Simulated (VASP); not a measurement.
BaO (sol): single point with PBEsol

Crystal: BaO (sol).

```
Ba O
1.0
     0.00000    2.73477    2.78624
     2.73477    0.00000    2.78624
     2.73477    2.73477    0.00000
Ba O
1 1
Cartesian
  0.0000 0.0000 0.0000
  2.7348 2.7348 2.7862
```

This cell differs from its parent crystal: strained cell.

* Program: VASP 6.6.1
* Task: single point
* Functional: PBEsol
* Potentials or basis: VASP PAW PBE potentials, release 64 (Ba_sv, O)
* Cutoff: 600 eV
* k mesh: 8 × 8 × 8
* Occupations: gaussian, width 0.02 eV
* Spin: no spin polarisation

The pressure is 1.3 GPa and the band gap on the k mesh is 1.74 eV, direct.

Stress tensor (GPa, compression positive):
```
 1.91  0.00  0.00
 0.00  1.91  0.00
 0.00  0.00 -0.02
```

Levels at points of the mesh, in eV from the valence-band top:
```
           k point  band 4  band 5  band 6  band 7  band 8  band 9  band 10  band 11  band 12  band 13
(0.00, 0.00, 0.00)  -10.34  -10.34   -0.51   -0.42   -0.42    3.39     4.48     4.63     4.63     6.79
(0.50, 0.00, 0.00)  -10.47  -10.44   -2.18   -1.64   -1.64    4.83     7.13     7.19     8.06    10.54
(0.50, 0.50, 0.00)  -10.94  -10.94   -0.21   -0.21   -0.12    1.80     5.95     8.96     9.27     9.86
(0.50, 0.00, 0.50)  -11.02  -10.96   -0.31   -0.18    0.00    1.74     5.96     8.94     9.29     9.72
```

Run time: 61 s on 1 thread of Intel Xeon 8259CL (shared host), peak memory 0.2 GiB.

Caveat: the cell differs from its parent crystal (strained cell); the PAW data sets were made with another functional, which shifts forces and pressure a little; spin-orbit coupling is left out, which moves the levels of the heavy elements. A k mesh can miss the band edges.
